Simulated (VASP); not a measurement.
## W: single point with revPBE

Crystal: W.

```xyz
4
Lattice="2.7938 0.0000 0.0000 -1.3969 2.4195 0.0000 0.0000 0.0000 9.8538" Properties=species:S:1:pos:R:3 pbc="T T T"
W    -1.3969    2.4195    0.0000
W     1.3969    2.4195    4.9269
W     0.0000    1.6130    2.4634
W     1.3969    0.8065    7.3903
```

This isn't the form of W at room conditions, which is bcc.

```yaml
Program: VASP 6.6.1
Task: single point
Functional: revPBE
Potentials_or_basis: VASP PAW PBE potentials, release 64 (W_sv)
Cutoff: 520 eV
k_mesh: 13 × 13 × 4
Occupations: fermi-dirac, width 0.1 eV
Spin: no spin polarisation
Dipole_correction: no
Further_INCAR_settings: ALGO = Normal; EDIFF = 1e-06; NBANDS = 36
```

The pressure is 0.4 GPa and the band gap on the k mesh is zero (bands 28 and 29 overlap by 1.61 eV).

Stress tensor (GPa, compression positive):
```
0.45 0.00 0.00
0.00 0.45 0.00
0.00 0.00 0.36
```

Levels at points of the mesh, in eV from the Fermi level:
```csv
k point,band 25,band 26,band 27,band 28,band 29,band 30,band 31,band 32
"(0.00, 0.00, 0.00)",-0.55,-0.41,-0.41,-0.27,-0.15,-0.15,0.03,0.03
"(0.00, 0.00, 0.50)",-0.44,-0.44,-0.44,-0.44,-0.13,-0.13,-0.13,-0.13
```

Wall time 54 s on 1 thread of Intel(R) Xeon(R) 6975P-C (Granite Rapids), on a shared host, peak memory 0.26 GiB.

Caveat: the PAW data sets were made with another functional, which shifts forces and pressure a little; spin-orbit coupling is left out, which moves the levels of the heavy elements.
